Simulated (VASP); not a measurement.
Input of a VASP 6.6.1 run:

The input INCAR:

```
SYSTEM = MgO
  PREC = Accurate
  ENCUT = 600
  EDIFF = 1E-6
  ISMEAR = -1
  SIGMA = 0.02
  LREAL = .FALSE.
  LASPH = .TRUE.
  NELM = 120
  ALGO = Normal
  ISIF = 2
  LWAVE = .FALSE.
  LCHARG = .FALSE.
  GGA = PE
  NBANDS = 11
  GGA_COMPAT = .FALSE.
```

File KPOINTS:

```
Automatic mesh
0
G
  10 10 10
  0 0 0
```

Contents of POSCAR:

```
MgO
1.0
   -0.0943766280      2.2789092612      2.2789092612
    2.2789092612     -0.0943766280      2.2789092612
    2.2789092612      2.2789092612     -0.0943766280
Mg O
1 1
Direct
   -0.0035052988     -0.0035052988     -0.0035052988
    0.2535052988      0.2535052988      0.2535052988
```

Potentials or basis: VASP PAW PBE potentials, release 64 (Mg, O).

Run with:

```console
$ cat potpaw_PBE.64/Mg/POTCAR potpaw_PBE.64/O/POTCAR > POTCAR
$ mpirun -np 1 vasp_std > vasp.out
```

Problem. Predict the largest force.

Solution. 0.029 eV/Å.

Problem. Estimate the pressure.

Solution. -3.3 GPa.

Problem. Estimate the band gap on the k mesh.

Solution. 3.10 eV, direct.

Forces in eV/Å, atoms in the order of the input:
```
Mg  -0.017 -0.017 -0.017
O    0.017  0.017  0.017
```

Caveat: the cell differs from its parent crystal (epitaxial 111 strain +4.0%).
